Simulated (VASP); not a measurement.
Input of a VASP 6.6.1 run:

The input INCAR:

```
PREC = Accurate
ENCUT = 500
EDIFF = 1E-8
ISMEAR = 0
SIGMA = 0.01
LREAL = F
LASPH = T
NELM = 120
ALGO = Normal
ISIF = 2
LWAVE = F
LCHARG = F
GGA = PE
NBANDS = 16
IBRION = 8
NSW = 1
GGA_COMPAT = F
```

The input KPOINTS:

```
Automatic mesh
0
Gamma
  6 6 6
```

POSCAR

```
InAs
1.0
    0.0000000000      3.0180000000      3.0180000000
    3.0180000000      0.0000000000      3.0180000000
    3.0180000000      3.0180000000      0.0000000000
In As
1 1
Direct
    0.0000000000      0.0000000000      0.0000000000
    0.2500000000      0.2500000000      0.2500000000
```

Potentials or basis: VASP PAW PBE potentials, release 64 (In_d, As).

Command:

```sh
$ cat potpaw_PBE.64/In_d/POTCAR potpaw_PBE.64/As/POTCAR > POTCAR
$ mpirun -np 1 vasp_std > vasp.out
```

What does it give for the highest phonon frequency at Γ, LO-TO splitting left out?

185 cm⁻¹.

Phonon frequencies in cm⁻¹ (negative: imaginary):
```tsv
q point	frequencies
(0.000, 0.000, 0.000)	0 0 0 185 185 185
```

Caveat: the cell wasn't relaxed at this level first, which shifts response properties.
